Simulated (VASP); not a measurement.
Set up this calculation in VASP 6.6.1, as the native input.

| Property | Result |
| --- | --- |
| Task | single point |
| Functional | BLYP |
| Potentials or basis | VASP PAW PBE potentials, release 64 (Hg) |
| Cutoff | 520 eV |
| k mesh | 12 × 12 × 12 |
| Occupations | fermi-dirac, width 0.1 eV |
| Spin | no spin polarisation |
| Dipole correction | no |
| Further INCAR settings | ALGO = Normal; EDIFF = 1e-06; NBANDS = 12 |

The structure of Hg lies in POSCAR:

```
Hg
1.0
    0.0000000000      4.2530839925      4.2530839925
    4.2530839925      0.0000000000      4.2530839925
    4.2530839925      4.2530839925      0.0000000000
Hg
1
Direct
    0.0000000000      0.0000000000      0.0000000000
```

These files were run (other wordings do the same):

INCAR

```
SYSTEM = Hg
  PREC = Accurate
  ENCUT = 520
  EDIFF = 1E-6
  ISMEAR = -1
  SIGMA = 0.1
  LREAL = .FALSE.
  LASPH = .TRUE.
  NELM = 100
  ALGO = Normal
  ISIF = 2
  LWAVE = .FALSE.
  LCHARG = .TRUE.
  GGA = B5
  ALDAX = 1.0
  AGGAX = 1.0
  AGGAC = 1.0
  ALDAC = 0.0
  LELF = .TRUE.
  LVHAR = .TRUE.
  NBANDS = 12
```

KPOINTS

```
Automatic mesh
0
G
  12 12 12
  0 0 0
```

Potentials or basis: VASP PAW PBE potentials, release 64 (Hg).

Launch:

```bash
$ cat potpaw_PBE.64/Hg/POTCAR > POTCAR
$ mpirun -np 1 vasp_std > vasp.out
```

It gave:

```yaml
Pressure: 0.0 GPa
Band_gap_on_the_k_mesh: 4.78 eV (least direct gap 4.86 eV)
```

Caveat: the atoms stand far beyond bonding distance; the PAW data sets were made with another functional, which shifts forces and pressure a little; spin-orbit coupling is left out, which moves the levels of the heavy elements.

Run time: 3.7 min on 1 thread of Intel Xeon 8259CL, with other jobs on the host, peak memory 0.39 GiB.
